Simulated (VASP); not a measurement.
# In2O3 (R-3c) in VASP: further runs, part 2 of 2

VASP 6.6.1. Earlier steps stand in the parts before.

## Step 3: Single point, r2SCAN (strain +0.000 along x and y, -0.050 along z)

Contents of POSCAR:

```
In2O3
1.0
    2.7539365886      1.5899860307      4.6107488901
   -2.7539365886      1.5899860307      4.6107488901
    0.0000000000     -3.1799720615      4.6107488901
In O
4 6
Direct
    0.3570704061      0.3570704061      0.3570704061
    0.1429295939      0.1429295939      0.1429295939
    0.6429295939      0.6429295939      0.6429295939
    0.8570704061      0.8570704061      0.8570704061
    0.5465740402      0.9534259598      0.2500000000
    0.2500000000      0.5465740402      0.9534259598
    0.9534259598      0.2500000000      0.5465740402
    0.4534259598      0.0465740402      0.7500000000
    0.7500000000      0.4534259598      0.0465740402
    0.0465740402      0.7500000000      0.4534259598
```

Contents of INCAR.step1:

```
PREC = Accurate
ENCUT = 520
ISMEAR = 0
SIGMA = 0.05
LREAL = F
LASPH = T
NELM = 80
NBANDS = 55
GGA = PE
ALGO = Normal
EDIFF = 1E-4
LWAVE = T
LCHARG = F
```

Contents of INCAR.step2:

```
PREC = Accurate
ENCUT = 520
EDIFF = 1E-6
ISMEAR = 0
SIGMA = 0.05
LREAL = F
LASPH = T
NELM = 80
ALGO = Normal
ISIF = 2
LWAVE = F
LCHARG = F
METAGGA = R2SCAN
LMIXTAU = T
NBANDS = 55
ISTART = 1
```

Contents of KPOINTS:

```
Automatic mesh
0
Gamma
  6 6 6
```

Potentials or basis: VASP PAW PBE potentials, release 64 (In_d, O).

Command:

```bash
$ cat potpaw_PBE.64/In_d/POTCAR potpaw_PBE.64/O/POTCAR > POTCAR
$ cp INCAR.step1 INCAR
$ mpirun -np 1 vasp_std > vasp.out
$ cp INCAR.step2 INCAR
$ mpirun -np 1 vasp_std > vasp.out
```

OUTCAR:

```text
PREC = Accurate
   ENCUT = 520
   EDIFF = 1E-6
   ISMEAR = 0
   LREAL = F
   LASPH = T
   NELM = 80
   ISIF = 2
   METAGGA = R2SCAN
   ISTART = 1

 ion  position               nearest neighbor table
   1  0.357  0.357  0.357-   9 2.11   8 2.11  10 2.11   7 2.20   6 2.20   5 2.20   2 2.96   3 3.25
                             3 3.25   3 3.25   2 3.58   2 3.58   2 3.58   4 3.93   4 3.93   4 3.93
   2  0.143  0.143  0.143-  10 2.11   8 2.11   9 2.11   6 2.20   7 2.20   5 2.20   1 2.96   4 3.25
                             4 3.25   4 3.25   1 3.58   1 3.58   1 3.58   3 3.93   3 3.93   3 3.93
   3  0.643  0.643  0.643-   6 2.11   5 2.11   7 2.11  10 2.20   9 2.20   8 2.20   4 2.96   1 3.25
[... 1625 lines left out ...]
 -----------------------------------------------------------------------------
  energy-cutoff  :      520.00
  volume of cell :      121.14
      direct lattice vectors                 reciprocal lattice vectors
     2.753936589  1.589986031  4.610748890     0.181558284  0.104822724  0.072294836
    -2.753936589  1.589986031  4.610748890    -0.181558284  0.104822724  0.072294836
     0.000000000 -3.179972062  4.610748890     0.000000000 -0.209645448  0.072294836

 POSITION                                       TOTAL-FORCE (eV/Angst)
 -----------------------------------------------------------------------------------
      0.00000     -0.00000      4.93909        -0.000000     -0.000000      0.722108
      0.00000     -0.00000      1.97704        -0.000000      0.000000     -0.722108
      0.00000     -0.00000      8.89316        -0.000000      0.000000     -0.722108
      0.00000     -0.00000     11.85521        -0.000000     -0.000000      0.722108
     -1.12044      1.58999      8.06881         0.160582      0.000000      0.000000
     -0.81675     -1.76533      8.06881        -0.080291      0.139068      0.000000
      1.93719      0.17534      8.06881        -0.080291     -0.139068      0.000000
      1.12044     -1.58999      5.76344        -0.160582      0.000000     -0.000000
      0.81675      1.76533      5.76344         0.080291     -0.139068      0.000000
     -1.93719     -0.17534      5.76344         0.080291      0.139068      0.000000
 -----------------------------------------------------------------------------------
    total drift:                                0.000000      0.000000     -0.000000

  FREE ENERGIE OF THE ION-ELECTRON SYSTEM (eV)
  ---------------------------------------------------
  free  energy   TOTEN  =      -144.1168557489 eV

  energy  without entropy=     -144.1168557489  energy(sigma->0) =     -144.11685575
```

OUTCAR.step1:

```text
PREC = Accurate
   ENCUT = 520
   ISMEAR = 0
   LREAL = F
[... 1652 lines left out ...]
      1.93719      0.17534      8.06881        -0.082456     -0.142819      0.000000
      1.12044     -1.58999      5.76344        -0.164913     -0.000000      0.000000
      0.81675      1.76533      5.76344         0.082456     -0.142819      0.000000
     -1.93719     -0.17534      5.76344         0.082456      0.142819      0.000000
 -----------------------------------------------------------------------------------
    total drift:                                0.000000     -0.000000     -0.000000

  FREE ENERGIE OF THE ION-ELECTRON SYSTEM (eV)
  ---------------------------------------------------
  free  energy   TOTEN  =       -54.8132495826 eV

  energy  without entropy=      -54.8132495826  energy(sigma->0) =      -54.81324958
```

OSZICAR.step1:

```text
N       E                     dE             d eps       ncg     rms          rms(c)
DAV:   1     0.127813193595E+04    0.12781E+04   -0.41214E+04  3654   0.235E+03
DAV:   2     0.195496852749E+03   -0.10826E+04   -0.10283E+04  3670   0.654E+02
DAV:   3    -0.449968059378E+02   -0.24049E+03   -0.23326E+03  3838   0.273E+02
DAV:   4    -0.646466068773E+02   -0.19650E+02   -0.19480E+02  4816   0.841E+01
DAV:   5    -0.650228075286E+02   -0.37620E+00   -0.37557E+00  4497   0.125E+01    0.239E+01
DAV:   6    -0.546921452526E+02    0.10331E+02   -0.36722E+01  5425   0.643E+01    0.187E+01
DAV:   7    -0.548746292806E+02   -0.18248E+00   -0.36696E+00  4042   0.111E+01    0.455E+00
DAV:   8    -0.548269507261E+02    0.47679E-01   -0.24920E-01  5505   0.347E+00    0.243E+00
DAV:   9    -0.548134629721E+02    0.13488E-01   -0.56413E-02  5488   0.280E+00    0.395E-01
DAV:  10    -0.548126646097E+02    0.79836E-03   -0.13057E-02  5049   0.117E+00    0.930E-02
DAV:  11    -0.548132726360E+02   -0.60803E-03   -0.18720E-03  4640   0.275E-01    0.106E-01
DAV:  12    -0.548132495826E+02    0.23053E-04   -0.38332E-04  3808   0.179E-01
   1 F= -.54813250E+02 E0= -.54813250E+02  d E =-.406893E-13
```

Wall time 10 min (1 thread of Intel Xeon 6975P-C (Granite Rapids), shared host); peak memory 0.37 GiB.

Results:

```
Free energy            : -144.1169 eV
Pressure               : 10.7 GPa
Largest force          : 0.722 eV/Å
Band gap on the k mesh : 2.07 eV (least direct gap 2.17 eV)
```

Forces on the atoms (eV/Å):
```
In   0.000  0.000  0.722
In   0.000  0.000 -0.722
In   0.000  0.000 -0.722
In   0.000  0.000  0.722
O    0.161  0.000  0.000
O   -0.080  0.139  0.000
O   -0.080 -0.139  0.000
O   -0.161  0.000  0.000
O    0.080 -0.139  0.000
O    0.080  0.139  0.000
```

Stress tensor (GPa, compression positive):
```
 7.92  0.00  0.00
 0.00  7.92  0.00
 0.00  0.00 16.37
```

Caveat: the cell differs from its parent crystal (strain +0.000 along x and y, -0.050 along z); the stress differs along the axes, from 8 to 16 GPa; the PAW data sets were made with another functional, which shifts forces and pressure a little; spin-orbit coupling is left out, which moves the levels of the heavy elements. A k mesh can miss the band edges.

## Step 4: Single point, r2SCAN (strain +0.000 along x and y, -0.025 along z)

POSCAR: that of step 3 with these lines changed.

```diff
@@ -2,5 +2,5 @@
 1.0
-    2.7539365886      1.5899860307      4.6107488901
-   -2.7539365886      1.5899860307      4.6107488901
-    0.0000000000     -3.1799720615      4.6107488901
+    2.7539365886      1.5899860307      4.7320843872
+   -2.7539365886      1.5899860307      4.7320843872
+    0.0000000000     -3.1799720615      4.7320843872
 In O
```

Contents of INCAR.step1:

```
SYSTEM = In2O3
  PREC = Accurate
  ENCUT = 520
  ISMEAR = 0
  SIGMA = 0.05
  LREAL = .False.
  LASPH = .True.
  NELM = 80
  NBANDS = 55
  GGA = PE
  ALGO = Normal
  EDIFF = 1E-4
  LWAVE = .True.
  LCHARG = .False.
```

Contents of INCAR.step2:

```
SYSTEM = In2O3
  PREC = Accurate
  ENCUT = 520
  EDIFF = 1E-7
  ISMEAR = 0
  SIGMA = 0.05
  LREAL = .False.
  LASPH = .True.
  NELM = 80
  ALGO = Normal
  ISIF = 2
  LWAVE = .False.
  LCHARG = .False.
  METAGGA = R2SCAN
  LMIXTAU = .True.
  NBANDS = 55
  ISTART = 1
```

Contents of KPOINTS:

```
regular mesh
0
Gamma
  6 6 6
  0 0 0
```

Potentials or basis: VASP PAW PBE potentials, release 64 (In_d, O).

Command:

```bash
$ cat potpaw_PBE.64/In_d/POTCAR potpaw_PBE.64/O/POTCAR > POTCAR
$ cp INCAR.step1 INCAR
$ mpirun -np 1 vasp_std > vasp.out
$ cp INCAR.step2 INCAR
$ mpirun -np 1 vasp_std > vasp.out
```

OUTCAR:

```text
SYSTEM = In2O3
   PREC = Accurate
   ENCUT = 520
   EDIFF = 1E-7
   ISMEAR = 0
   LREAL = .False.
   LASPH = .True.
   NELM = 80
   ISIF = 2
   METAGGA = R2SCAN
   ISTART = 1

 ion  position               nearest neighbor table
   1  0.357  0.357  0.357-   9 2.12   8 2.12  10 2.12   7 2.23   6 2.23   5 2.23   2 3.04   3 3.25
                             3 3.25   3 3.25   2 3.60   2 3.60   2 3.60   4 3.96   4 3.96   4 3.96
   2  0.143  0.143  0.143-  10 2.12   8 2.12   9 2.12   6 2.23   7 2.23   5 2.23   1 3.04   4 3.25
                             4 3.25   4 3.25   1 3.60   1 3.60   1 3.60   3 3.96   3 3.96   3 3.96
   3  0.643  0.643  0.643-   6 2.12   5 2.12   7 2.12  10 2.23   9 2.23   8 2.23   4 3.04   1 3.25
[... 1624 lines left out ...]
 -----------------------------------------------------------------------------
  energy-cutoff  :      520.00
  volume of cell :      124.32
      direct lattice vectors                 reciprocal lattice vectors
     2.753936589  1.589986031  4.732084387     0.181558284  0.104822724  0.070441122
    -2.753936589  1.589986031  4.732084387    -0.181558284  0.104822724  0.070441122
     0.000000000 -3.179972062  4.732084387     0.000000000 -0.209645448  0.070441122

 POSITION                                       TOTAL-FORCE (eV/Angst)
 -----------------------------------------------------------------------------------
      0.00000     -0.00000      5.06906         0.000000     -0.000000      0.330215
      0.00000     -0.00000      2.02906         0.000000      0.000000     -0.330215
      0.00000     -0.00000      9.12719         0.000000      0.000000     -0.330215
      0.00000     -0.00000     12.16719         0.000000     -0.000000      0.330215
     -1.12044      1.58999      8.28115         0.067726     -0.000000      0.000000
     -0.81675     -1.76533      8.28115        -0.033863      0.058653      0.000000
      1.93719      0.17534      8.28115        -0.033863     -0.058653      0.000000
      1.12044     -1.58999      5.91511        -0.067726     -0.000000      0.000000
      0.81675      1.76533      5.91511         0.033863     -0.058653      0.000000
     -1.93719     -0.17534      5.91511         0.033863      0.058653      0.000000
 -----------------------------------------------------------------------------------
    total drift:                               -0.000000      0.000000      0.000000

  FREE ENERGIE OF THE ION-ELECTRON SYSTEM (eV)
  ---------------------------------------------------
  free  energy   TOTEN  =      -144.3652844328 eV

  energy  without entropy=     -144.3652844328  energy(sigma->0) =     -144.36528443
```

OSZICAR.step1:

```text
N       E                     dE             d eps       ncg     rms          rms(c)
DAV:   1     0.127599351694E+04    0.12760E+04   -0.41300E+04  3620   0.233E+03
DAV:   2     0.198605361610E+03   -0.10774E+04   -0.10246E+04  3651   0.648E+02
DAV:   3    -0.446998986453E+02   -0.24331E+03   -0.23648E+03  3859   0.273E+02
DAV:   4    -0.648673115038E+02   -0.20167E+02   -0.19977E+02  4768   0.848E+01
DAV:   5    -0.652784107403E+02   -0.41110E+00   -0.41048E+00  4456   0.129E+01    0.234E+01
DAV:   6    -0.550617768283E+02    0.10217E+02   -0.37036E+01  5362   0.628E+01    0.184E+01
DAV:   7    -0.552218500138E+02   -0.16007E+00   -0.35800E+00  4075   0.110E+01    0.445E+00
DAV:   8    -0.551751310969E+02    0.46719E-01   -0.25246E-01  5505   0.338E+00    0.251E+00
DAV:   9    -0.551622172167E+02    0.12914E-01   -0.59944E-02  5368   0.281E+00    0.420E-01
DAV:  10    -0.551609952316E+02    0.12220E-02   -0.14471E-02  5018   0.121E+00    0.947E-02
DAV:  11    -0.551616451358E+02   -0.64990E-03   -0.20326E-03  4424   0.285E-01    0.112E-01
DAV:  12    -0.551616247621E+02    0.20374E-04   -0.34323E-04  3458   0.174E-01
   1 F= -.55161625E+02 E0= -.55161625E+02  d E =-.625955E-12
```

Wall time 37 min (1 thread of Intel Xeon 8259CL, shared host); peak memory 0.39 GiB.

What came out:

```
Free energy            : -144.3653 eV
Pressure               : 5.6 GPa
Largest force          : 0.330 eV/Å
Band gap on the k mesh : 1.95 eV (least direct gap 2.02 eV)
```

Forces in eV/Å, atoms in the order of the input:
```
In   0.000  0.000  0.330
In   0.000  0.000 -0.330
In   0.000  0.000 -0.330
In   0.000  0.000  0.330
O    0.068  0.000  0.000
O   -0.034  0.059  0.000
O   -0.034 -0.059  0.000
O   -0.068  0.000  0.000
O    0.034 -0.059  0.000
O    0.034  0.059  0.000
```

Stress tensor (GPa, compression positive):
```
4.23 0.00 0.00
0.00 4.23 0.00
0.00 0.00 8.23
```

Levels at points of the mesh, in eV from the valence-band top:
```csv
k point,band 40,band 41,band 42,band 43,band 44,band 45,band 46,band 47,band 48,band 49
"(0.00, 0.00, 0.00)",-0.40,-0.25,-0.25,-0.07,-0.07,1.95,6.23,7.21,7.89,10.27
"(0.50, 0.00, 0.00)",-0.99,-0.69,-0.69,-0.06,-0.06,5.67,5.67,6.72,6.72,9.20
"(0.50, 0.50, 0.00)",-0.93,-0.60,-0.30,-0.06,-0.04,6.01,6.20,7.18,7.33,8.19
"(0.50, 0.50, 0.50)",-1.13,-0.24,-0.24,-0.24,-0.24,5.10,5.10,8.06,8.06,9.10
```

Caveat: the cell differs from its parent crystal (strain +0.000 along x and y, -0.025 along z); the cell stands under pressure; the PAW data sets were made with another functional, which shifts forces and pressure a little; spin-orbit coupling is left out, which moves the levels of the heavy elements. A k mesh can miss the band edges.

## Step 5: The runs side by side

```tsv
cell	gap on the mesh (eV)	pressure (GPa)	largest force (eV/Å)
a = 5.924 Å, angles 52.4°, 10 atoms	1.94	14.6	0.87
a = 5.601 Å, angles 58.9°, 10 atoms	2.07	10.7	0.72
a = 5.701 Å, angles 57.8°, 10 atoms	1.95	5.6	0.33
```

Alike in all rows: task single point; level r2SCAN; potentials or basis VASP PAW PBE potentials, release 64 (In_d, O); no spin polarisation; k mesh 6 × 6 × 6; cutoff (eV) 520; smearing gaussian 0.05 eV.

Caveats: the PAW data sets were made with another functional, which shifts forces and pressure a little; spin-orbit coupling is left out, which moves the levels of the heavy elements; the stress differs along the axes, from 0 to 22 GPa (at least some runs); the stress differs along the axes, from 8 to 16 GPa (at least some runs); the cell stands under pressure (at least some runs).

Absolute energies hang on the potentials; compare differences alone.
